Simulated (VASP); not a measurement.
Runs of VASP 6.6.1 on V. The structure is that of space group Fd-3m (No. 227), or close to it. The cells are those of the table. This isn't the form of V at room conditions, which is bcc.

```tsv
task	cell	cutoff (eV)	gap on the mesh (eV)	pressure (GPa)
single point	a = 3.061 Å, angles 60.0°, 2 atoms	520	none	(a)
relaxation of cell and atoms	relaxed to 130 GPa from a = 3.094 Å, angles 60.0°, 2 atoms	600	none	130.0
relaxation of cell and atoms	relaxed to 130 GPa from a = 3.061 Å, angles 60.0°, 2 atoms	600	none	130.0
single point	a = 3.064 Å, angles 60.0°, 2 atoms	520	none	152.2
```

Alike in all rows: level PBE; potentials or basis VASP PAW PBE potentials, release 64 (V_sv); no spin polarisation; k mesh 15 × 15 × 15; smearing fermi-dirac 0.1 eV.

Problem. Estimate the missing entries.

Solution. (a) 153.9.

Caveats: atoms lie so close that the PAW spheres overlap strongly, which falsifies energies and pressures; the cell stands under pressure (at least some runs); the cell is relaxed towards a set pressure, so the run minimises the enthalpy, not the energy (at least some runs).

A gap of «none» marks levels without a gap at the run's occupations.
